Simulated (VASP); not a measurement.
MgB2:

```xyz
3
Lattice="3.0628 0.0000 0.0000 -1.5314 2.6524 0.0000 0.0000 0.0000 3.5209" Properties=species:S:1:pos:R:3 pbc="T T T"
Mg    0.0000    0.0000    0.0000
B     1.5314    0.8841    1.7604
B     0.0000    1.7683    1.7604
```

```yaml
Program: VASP 6.6.1
Task: relaxation of cell and atoms
Functional: PBE
Dispersion: D3(BJ)
Potentials_or_basis: VASP PAW PBE potentials, release 64 (Mg, B)
Cutoff: 600 eV
k_mesh: 18 × 18 × 14
Occupations: gaussian, width 0.1 eV
Spin: no spin polarisation
```

At the start: pressure -3.6 GPa; volume 9.53 Å³/atom.

Task: How do energy, volume and symmetry change on relaxing?

Result: Over 4 steps the energy falls by 3.3 meV/atom and the volume is 9.28 Å³/atom (-2.6 %); space group P6/mmm (No. 191, to 0.1 Å) before and after.

The path:
```
step  energy change (eV)  largest force (eV/Å)  pressure (GPa)  volume (Å³)
   1              0.0000                0.0000           -3.65        28.60
   2             -0.0087                0.0000            1.08        27.71
   3             -0.0091                0.0000            0.24        27.86
   4             -0.0099                0.0000            0.03        27.85
```

Final structure:
```xyz
3
Lattice="3.0462 0.0000 0.0000 -1.5231 2.6381 0.0000 0.0000 0.0000 3.4653" Properties=species:S:1:pos:R:3 pbc="T T T"
Mg    0.0000    0.0000    0.0000
B     1.5231    0.8794    1.7327
B     0.0000    1.7587    1.7327
```
